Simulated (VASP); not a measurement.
**Ni: single point with PBEsol**

Ni:

```
CELL_PARAMETERS angstrom
0.00000 1.73101 1.73101
1.73101 0.00000 1.73101
1.73101 1.73101 0.00000
ATOMIC_POSITIONS crystal
Ni 0.00000 0.00000 0.00000
```

```json
{
  "Program": "VASP 6.6.1",
  "Task": "single point",
  "Functional": "PBEsol",
  "Potentials or basis": "VASP PAW PBE potentials, release 64 (Ni)",
  "Cutoff": "520 eV",
  "k mesh": "18 × 18 × 18",
  "Occupations": "methfessel-paxton, width 0.1 eV",
  "Spin": "collinear spin, ferromagnetic start",
  "Starting moments": "[0.65] μB",
  "Dipole correction": "no",
  "Further INCAR settings": "ALGO = Normal; EDIFF = 1e-07; NBANDS = 15"
}
```

```
Pressure                                              : 0.0 GPa
Net moment                                            : 0.61 μB per cell
Site moments                                          : Ni +0.62 μB
Valence electrons inside the program's atomic spheres : Ni 9.40
```

Levels at points of the mesh, in eV from the Fermi level:
Spin up:
| k point | band 1 | band 2 | band 3 | band 4 | band 5 | band 6 | band 7 | band 8 | band 9 | band 10 |
| --- | --- | --- | --- | --- | --- | --- | --- | --- | --- | --- |
| (0.00, 0.00, 0.00) | -9.40 | -2.55 | -2.55 | -2.55 | -1.29 | -1.29 | 24.10 | 28.32 | 28.32 | 28.32 |
| (0.50, 0.00, 0.00) | -5.12 | -2.54 | -2.54 | -0.57 | -0.57 | -0.43 | 5.99 | 22.57 | 25.45 | 25.45 |
| (0.50, 0.50, 0.00) | -4.95 | -4.46 | -0.52 | -0.43 | -0.43 | 2.42 | 9.63 | 15.21 | 15.21 | 20.30 |
Spin down:
```
           k point  band 1  band 2  band 3  band 4  band 5  band 6  band 7  band 8  band 9  band 10
(0.00, 0.00, 0.00)   -9.41   -1.84   -1.84   -1.84   -0.70   -0.70   23.99   28.31   28.31    28.31
(0.50, 0.00, 0.00)   -4.71   -1.94   -1.94   -0.46    0.16    0.16    6.41   22.47   25.54    25.54
(0.50, 0.50, 0.00)   -4.61   -3.87    0.09    0.39    0.39    2.41    9.89   15.24   15.24    20.50
```

It took 47 s on 1 thread of Intel(R) Xeon(R) Platinum 8559C (Emerald Rapids) (shared host), peak memory 0.16 GiB.

Caveat: the PAW data sets were made with another functional, which shifts forces and pressure a little.
